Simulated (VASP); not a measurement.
Write the native input for VASP 6.6.1 that does the following.

- Task: single point
- Functional: PBE
- Potentials or basis: VASP PAW PBE potentials, release 64 (Li_sv, Sn_d, F)
- Cutoff: 520 eV
- k mesh: 4 × 4 × 4
- Occupations: gaussian, width 0.1 eV
- Spin: no spin polarisation
- Dipole correction: no
- Further INCAR settings: ALGO = Normal; EDIFF = 1e-06; NBANDS = 27

The structure of LiSnF3 lies in POSCAR:

```
LiSnF3
1.0
    4.1822583600      0.0000000000      0.0000000000
    0.0000000000      4.1822583600      0.0000000000
    0.0000000000      0.0000000000      4.1822583600
Li Sn F
1 1 3
Direct
    0.0000000000      0.0000000000      0.0000000000
    0.5000000000      0.5000000000      0.5000000000
    0.0000000000      0.5000000000      0.5000000000
    0.5000000000      0.5000000000      0.0000000000
    0.5000000000      0.0000000000      0.5000000000
```

The cell was built from a structure type or drawn by symmetry, and may not be a known phase.

The input as run:

INCAR

```
SYSTEM = LiSnF3
PREC     = Accurate       ! precision mode
ENCUT    = 520            ! plane-wave cutoff, eV
EDIFF    = 1E-6           ! SCF threshold, eV
ISMEAR   = 0              ! smearing method
SIGMA    = 0.1            ! smearing width, eV
LREAL    = .FALSE.        ! projectors in reciprocal space
LASPH    = .TRUE.         ! aspherical terms in the spheres
NELM     = 60             ! most SCF steps
ALGO     = Normal         ! electronic algorithm
ISIF     = 2              ! what is computed and relaxed
LWAVE    = .FALSE.        ! write WAVECAR
LCHARG   = .FALSE.        ! write CHGCAR
GGA      = PE             ! functional
NBANDS   = 27             ! bands
```

KPOINTS

```
Automatic mesh
0
G
  4 4 4
  0 0 0
```

Potentials or basis: VASP PAW PBE potentials, release 64 (Li_sv, Sn_d, F).

Launch:

```bash
$ cat potpaw_PBE.64/Li_sv/POTCAR potpaw_PBE.64/Sn_d/POTCAR potpaw_PBE.64/F/POTCAR > POTCAR
$ mpirun -np 1 vasp_std > vasp.out
```

It gave:

The band gap on the k mesh is zero (bands 19 and 20 overlap by 1.49 eV).

Caveat: the k points lie up to 0.38 Å⁻¹ apart, too coarse for converged energies and pressures of a metal; spin-orbit coupling is left out, which moves the levels of the heavy elements.

Wall time 7.1 s on 1 thread of Intel(R) Xeon(R) 6975P-C (Granite Rapids), on a shared host, peak memory 0.18 GiB.
